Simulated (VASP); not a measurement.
# Al (Fm-3m) in VASP: notebook, part 2 of 2

VASP 6.6.1. The steps go on from the part before.

### Step 3. Single point, PBE

Contents of INCAR:

```
SYSTEM = Al
PREC = Accurate ; ENCUT = 520
EDIFF = 1E-6 ; ISMEAR = -1
SIGMA = 0.1 ; LREAL = .FALSE.
LASPH = .TRUE. ; NELM = 60
ALGO = Normal ; ISIF = 2
LWAVE = .FALSE. ; LCHARG = .FALSE.
GGA = PE ; NBANDS = 8
```

Contents of KPOINTS:

```
Automatic mesh
0
G
  17 17 17
  0 0 0
```

Contents of POSCAR:

```
Al
1.0
    0.0000000000      1.9376641381      1.9376641381
    1.9376641381      0.0000000000      1.9376641381
    1.9376641381      1.9376641381      0.0000000000
Al
1
Direct
    0.0000000000      0.0000000000      0.0000000000
```

Potentials or basis: VASP PAW PBE potentials, release 64 (Al).

On the command line:

```
$ cat potpaw_PBE.64/Al/POTCAR > POTCAR
$ mpirun -np 1 vasp_std > vasp.out
```

OUTCAR:

```text
SYSTEM = Al
   PREC = Accurate
   ENCUT = 520
   EDIFF = 1E-6
   ISMEAR = -1
   LREAL = .FALSE.
   LASPH = .TRUE.
   NELM = 60
   ISIF = 2
   GGA = PE

 ion  position               nearest neighbor table
   1  0.000  0.000  0.000-

  LATTYP: Found a face centered cubic cell.
 ALAT       =     3.8753282762

  Lattice vectors:

 A1 = (   0.0000000000,   1.9376641381,   1.9376641381)
 A2 = (   1.9376641381,   0.0000000000,   1.9376641381)
 A3 = (   1.9376641381,   1.9376641381,   0.0000000000)

Analysis of symmetry for initial positions (statically):
=====================================================================
 Subroutine PRICEL returns:
 Original cell was already a primitive cell.

 Routine SETGRP: Setting up the symmetry group for a
 face centered cubic supercell.

 Subroutine GETGRP returns: Found 48 space group operations
 (whereof 48 operations were pure point group operations)
 out of a pool of 48 trial point group operations.

The static configuration has the point symmetry O_h .

Analysis of symmetry for dynamics (positions and initial velocities):
=====================================================================
 Subroutine PRICEL returns:
 Original cell was already a primitive cell.

 Routine SETGRP: Setting up the symmetry group for a
 face centered cubic supercell.

 Subroutine GETGRP returns: Found 48 space group operations
 (whereof 48 operations were pure point group operations)
 out of a pool of 48 trial point group operations.

The dynamic configuration has the point symmetry O_h .

 Subroutine INISYM returns: Found 48 space group operations
 (whereof 48 operations are pure point group operations),
 and found     1 'primitive' translations

----------------------------------------------------------------------------------------

                                     Primitive cell

  volume of cell :      14.5501

[... 100 lines left out ...]
   EFERMI =   0.00;   METHOD = LEGACY
   ISMEAR =    -1;   SIGMA  =   0.10  broadening in eV -4-tet -1-fermi 0-gaus
   EFERMI_NEDOS =   21; number of points for ismear=-14 and -15
   IALGO  =     38    algorithm
   IMIX   =      4    mixing-type and parameters
     AMIX     =   0.40;   BMIX     =  1.00
     AMIX_MAG =   1.60;   BMIX_MAG =  1.00
  volume/ion in A,a.u.               =      14.55        98.19
  Fermi-wavevector in a.u.,A,eV,Ry     =   0.967149  1.827647 12.726581  0.935377
  Thomas-Fermi vector in A             =   2.097010
   LORBIT       =      0    0 simple, 1 ext, 2 COOP (PROOUT), +10 PAW based schemes
   GGA     = PE    functional components
   LHFCALC =     F    Hartree Fock is set to
   AEXX    =    0.0000 exact exchange contribution
   IVDW    =     0    specifies the selected vdW correction
   LEPSILON=     F    determine dielectric tensor
   LRPA    =     F    only Hartree local field effects (RPA)
 non-spin polarized calculation
  energy-cutoff  :      520.00
  volume of cell :       14.55
 maximum number of plane-waves:       401
   NGX = 11   NGY = 11   NGZ = 11

 number of electron       3.0000000 magnetization

 Free energy of the ion-electron system (eV)
  ---------------------------------------------------
  ext. energy  EPLUGINS =         0.00000000
  ---------------------------------------------------
  free energy    TOTEN  =        -3.68461444 eV

  energy without entropy =       -3.67340573  energy(sigma->0) =       -3.67901008

 E-fermi :   9.3755     XC(G=0): -10.6601

 val. band max:        9.3688416665   @ k =  -0.4706   0.2941   0.1176
 cond. band min:       9.4155883895   @ k =  -0.2353   0.3529   0.1176
 fundamental gap:      0.0467467230
 Fermi energy:         9.3754606966

 k-point     1 :       0.0000    0.0000    0.0000
  band No.  band energies     occupation
      1      -2.6553      2.00000
      2      22.7179      0.00000
      3      22.7179      0.00000
      4      22.7179      0.00000
      5      25.2163      0.00000
      6      25.2163      0.00000
      7      25.2163      0.00000
      8      26.7857      0.00000
[... 243 lines left out ...]
 k-point    24 :      -0.1176    0.0588    0.0000
  band No.  band energies     occupation
      1      -2.0093      2.00000
      2      17.7657      0.00000
      3      20.0914      0.00000
      4      22.9885      0.00000
      5      25.9855      0.00000
      6      26.0090      0.00000
      7      26.8431      0.00000
      8      27.6084      0.00000

 [... further k-points ...]
[... 5 lines left out ...]
  --------------------------------------------------------------------------------------
  -------------------------------------------------------------------------------------
  Total        1.1823317      1.1823317      1.1823317      0.0000000      0.0000000      0.0000000
  in kB      130.1920395    130.1920395    130.1920395      0.0000000      0.0000000      0.0000000
  external PRESSURE =     130.1920395 kB  Pullay stress =       0.0000000 kB

 VOLUME and BASIS-vectors are now :
 -----------------------------------------------------------------------------
  energy-cutoff  :      520.00
  volume of cell :       14.55
      direct lattice vectors                 reciprocal lattice vectors
     0.000000000  1.937664138  1.937664138    -0.258042656  0.258042656  0.258042656
     1.937664138  0.000000000  1.937664138     0.258042656 -0.258042656  0.258042656
     1.937664138  1.937664138  0.000000000     0.258042656  0.258042656 -0.258042656

 POSITION                                       TOTAL-FORCE (eV/Angst)
 -----------------------------------------------------------------------------------
      0.00000      0.00000      0.00000         0.000000      0.000000      0.000000
 -----------------------------------------------------------------------------------
    total drift:                                0.000000      0.000000     -0.000000

  FREE ENERGIE OF THE ION-ELECTRON SYSTEM (eV)
  ---------------------------------------------------
  free  energy   TOTEN  =        -3.6846144380 eV

  energy  without entropy=       -3.6734057293  energy(sigma->0) =       -3.67901008
```

OSZICAR:

```text
N       E                     dE             d eps       ncg     rms          rms(c)
DAV:   1    -0.217520055303E+01   -0.21752E+01   -0.90355E+02  2648   0.208E+02
DAV:   2    -0.370205685472E+01   -0.15269E+01   -0.14669E+01  3688   0.197E+01
DAV:   3    -0.370996022920E+01   -0.79034E-02   -0.78957E-02  3392   0.157E+00
DAV:   4    -0.370997687484E+01   -0.16646E-04   -0.16644E-04  4232   0.623E-02
DAV:   5    -0.370997688898E+01   -0.14134E-07   -0.14632E-07  3432   0.122E-03    0.155E+00
DAV:   6    -0.369527359827E+01    0.14703E-01   -0.10548E-03  3608   0.157E-01    0.898E-01
DAV:   7    -0.368462009527E+01    0.10654E-01   -0.33207E-03  3472   0.259E-01    0.174E-01
DAV:   8    -0.368461629979E+01    0.37955E-05   -0.11562E-05  3864   0.237E-02    0.366E-02
DAV:   9    -0.368461452517E+01    0.17746E-05   -0.56880E-07  3688   0.375E-03    0.588E-04
DAV:  10    -0.368461443803E+01    0.87133E-07   -0.26408E-09  2416   0.404E-04
   1 F= -.36846144E+01 E0= -.36790101E+01  d E =-.112087E-01
```

stdout:

```text
POSCAR found type information on POSCAR Al
 POSCAR found :  1 types and       1 ions
 scaLAPACK will be used
 LDA part: xc-table for (Slater+PW92), standard interpolation
 POSCAR, INCAR and KPOINTS ok, starting setup
 FFT: planning ... GRIDC
 FFT: planning ... GRID_SOFT
 FFT: planning ... GRID
 WAVECAR not read
 entering main loop
```

It took 5.4 s on 1 thread of Intel Xeon 6975P-C (Granite Rapids), shared host; peak memory 0.12 GiB.

Results:

```yaml
Free_energy: -3.6846 eV
Pressure: 13.0 GPa
```

Levels at points of the mesh, in eV from the Fermi level:
```
           k point  band 1  band 2  band 3  band 4  band 5
(0.00, 0.00, 0.00)  -12.03   13.34   13.34   13.34   15.84
```

### Step 4. Relaxation of cell and atoms, PBE, target pressure 13 GPa, at which the enthalpy is minimised

This run uses another cell than the first one, of 14.52 Å³/atom, 0.997 times its volume.

Contents of INCAR:

```
PREC     = Accurate       # precision mode
ENCUT    = 600            # plane-wave cutoff, eV
EDIFF    = 1E-7           # SCF threshold, eV
ISMEAR   = -1             # smearing method
SIGMA    = 0.1            # smearing width, eV
LREAL    = F              # projectors in reciprocal space
LASPH    = T              # aspherical terms in the spheres
NELM     = 60             # most SCF steps
ALGO     = Normal         # electronic algorithm
ISIF     = 3              # what is computed and relaxed
LWAVE    = F              # write WAVECAR
LCHARG   = F              # write CHGCAR
GGA      = PE             # functional
IBRION   = 2              # ionic algorithm
NSW      = 60             # ionic steps
EDIFFG   = -0.005         # ionic threshold
PSTRESS  = 130.0
```

Contents of KPOINTS:

```
Automatic mesh
0
Gamma
  17 17 17
```

Contents of POSCAR:

```
Al
1.0
    0.0000000000      1.9362161357      1.9362161357
    1.9362161357      0.0000000000      1.9362161357
    1.9362161357      1.9362161357      0.0000000000
Al
1
Direct
    0.0000000000      0.0000000000      0.0000000000
```

On the command line:

```
$ cat potpaw_PBE.64/Al/POTCAR > POTCAR
$ mpirun -np 1 vasp_std > vasp.out
```

It took 6.7 s on 1 thread of Intel Xeon 6975P-C (Granite Rapids), shared host; peak memory 0.14 GiB.

The run converged. Its results:

| Property | Result |
| --- | --- |
| Free energy | -3.6848 eV |
| Relaxed volume | 14.55 Å³/atom |
| Relaxed cell | a = 2.740 Å, b = 2.740 Å, c = 2.740 Å, α = 60.00°, β = 60.00°, γ = 60.00° |
| Space group after relaxing (to 0.05 Å) | Fm-3m (No. 225) |
| Energy change on relaxing (the enthalpy is what falls) | -2.8 meV/atom |
| Ionic steps | 3 |
| Pressure after relaxing | 13.0 GPa |

The path:
```
step  energy change (eV)  largest force (eV/Å)  pressure (GPa)  volume (Å³)
   1              0.0000                0.0000           13.32        14.52
   2             -0.0050                0.0000           12.76        14.58
   3             -0.0028                0.0000           13.00        14.55
```

Final structure:
```xyz
1
Lattice="0.0000 1.9377 1.9377 1.9377 0.0000 1.9377 1.9377 1.9377 0.0000" Properties=species:S:1:pos:R:3 pbc="T T T"
Al    0.0000    0.0000    0.0000
```

Levels at points of the mesh, in eV from the Fermi level:
```csv
k point,band 1,band 2,band 3,band 4,band 5
"(0.00, 0.00, 0.00)",-12.03,13.34,13.34,13.34,15.84
```

Caveat: the cell is relaxed towards a set pressure, so the enthalpy falls and the energy may rise.

### Step 5. Relaxation of cell and atoms, PBE, target pressure 13 GPa, at which the enthalpy is minimised

Contents of INCAR:

```
  PREC = Accurate
  ENCUT = 600
  EDIFF = 1E-6
  ISMEAR = -1
  SIGMA = 0.1
  LREAL = False
  LASPH = True
  NELM = 60
  ALGO = Normal
  ISIF = 3
  LWAVE = False
  LCHARG = False
  GGA = PE
  IBRION = 2
  NSW = 32
  EDIFFG = -0.005
  PSTRESS = 130.0
```

Contents of KPOINTS:

```
regular mesh
0
Gamma
  17 17 17
```

Contents of POSCAR:

```
Al
1.0
    0.0000000000      1.9378931019      1.9378931019
    1.9378931019      0.0000000000      1.9378931019
    1.9378931019      1.9378931019      0.0000000000
Al
1
Direct
    0.0000000000      0.0000000000      0.0000000000
```

On the command line:

```
$ cat potpaw_PBE.64/Al/POTCAR > POTCAR
$ mpirun -np 1 vasp_std > vasp.out
```

Wall time 3.6 s (1 thread of Intel Xeon 6975P-C (Granite Rapids), shared host); peak memory 0.14 GiB.

Results (log left out):

```
Free energy             : -3.6851 eV
Pressure after relaxing : 13.0 GPa
```

Final structure:
```
Al
1.0
     0.00000    1.93789    1.93789
     1.93789    0.00000    1.93789
     1.93789    1.93789    0.00000
Al
1
Direct
  0.00000 0.00000 0.00000
```

Levels at points of the mesh, in eV from the Fermi level:
```tsv
k point	band 1	band 2	band 3	band 4	band 5
(0.00, 0.00, 0.00)	-12.03	13.34	13.34	13.34	15.84
```

Caveat: the relaxation stopped at its first step, so nothing moved; the cell is relaxed towards a set pressure, so the enthalpy falls and the energy may rise.

### Step 6. Overview

| task | cell | cutoff (eV) | gap on the mesh (eV) | pressure (GPa) |
| --- | --- | --- | --- | --- |
| single point | a = 2.741 Å, angles 60.0°, 1 atom | 520 | none | 13.0 |
| single point | a = 2.740 Å, angles 60.0°, 1 atom | 520 | none | 13.0 |
| relaxation of cell and atoms | relaxed to 13 GPa from a = 2.738 Å, angles 60.0°, 1 atom | 600 | none | 13.0 |
| relaxation of cell and atoms | relaxed to 13 GPa from a = 2.741 Å, angles 60.0°, 1 atom | 600 | none | 13.0 |

Alike in all rows: level PBE; potentials or basis VASP PAW PBE potentials, release 64 (Al); no spin polarisation; k mesh 17 × 17 × 17; smearing fermi-dirac 0.1 eV.

Caveats: the cell is relaxed towards a set pressure, so the enthalpy falls and the energy may rise (some runs); the relaxation stopped at its first step, so nothing moved (some runs).

Total energies depend on the potentials used, so only differences within one code and one set of settings carry meaning.
